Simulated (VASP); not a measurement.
Set up this calculation in VASP 6.6.1, as the native input.

| Item | Value |
| --- | --- |
| Task | single point |
| Functional | r2SCAN |
| Dispersion | D4 |
| Potentials or basis | VASP PAW PBE potentials, release 64 (Sn_d, Te) |
| Cutoff | 520 eV |
| k mesh | 5 × 5 × 5 |
| Occupations | fermi-dirac, width 0.05 eV |
| Spin | no spin polarisation |
| Dipole correction | no |
| Further INCAR settings | ALGO = Normal; EDIFF = 1e-06; NBANDS = 17 |

The system is SnTe.

```
Sn Te
1.0
     0.00000    3.61115    3.68337
     3.61115    0.00000    3.68337
     3.61115    3.61115    0.00000
Sn Te
1 1
Cartesian
  0.0000 0.0000 0.0000
  5.4167 5.4167 5.5251
```

These files were run (other wordings do the same):

POSCAR

```
SnTe
1.0
    0.0000000000      3.6111460000      3.6833689200
    3.6111460000      0.0000000000      3.6833689200
    3.6111460000      3.6111460000      0.0000000000
Sn Te
1 1
Direct
    0.0000000000      0.0000000000      0.0000000000
    0.7500000000      0.7500000000      0.7500000000
```

INCAR.step1

```
  PREC = Accurate
  ENCUT = 520
  ISMEAR = -1
  SIGMA = 0.05
  LREAL = False
  LASPH = True
  NELM = 80
  NBANDS = 17
  GGA = PE
  ALGO = Normal
  EDIFF = 1E-4
  LWAVE = True
  LCHARG = False
```

INCAR.step2

```
  PREC = Accurate
  ENCUT = 520
  EDIFF = 1E-6
  ISMEAR = -1
  SIGMA = 0.05
  LREAL = False
  LASPH = True
  NELM = 80
  ALGO = Normal
  ISIF = 2
  LWAVE = False
  LCHARG = False
  METAGGA = R2SCAN
  LMIXTAU = True
  IVDW = 13
  VDW_S6 = 1.0
  VDW_S8 = 0.6018749
  VDW_A1 = 0.51559235
  VDW_A2 = 5.77342911
  NBANDS = 17
  ISTART = 1
```

KPOINTS

```
regular mesh
0
Gamma
  5 5 5
```

Potentials or basis: VASP PAW PBE potentials, release 64 (Sn_d, Te).

The run is started by

```sh
$ cat potpaw_PBE.64/Sn_d/POTCAR potpaw_PBE.64/Te/POTCAR > POTCAR
$ cp INCAR.step1 INCAR
$ mpirun -np 1 vasp_std > vasp.out
$ cp INCAR.step2 INCAR
$ mpirun -np 1 vasp_std > vasp.out
```

Results of the run:

```yaml
Pressure: -1.4 GPa
Band_gap_on_the_k_mesh: 0.49 eV, indirect (least direct gap 0.97 eV)
Dispersion_energy_per_atom: -0.108 eV
```

Caveat: the PAW data sets were made with another functional, which shifts forces and pressure a little; spin-orbit coupling is left out, which moves the levels of the heavy elements.

It took 60 s on 1 thread of Intel(R) Xeon(R) 6975P-C (Granite Rapids) (shared host), peak memory 0.26 GiB.
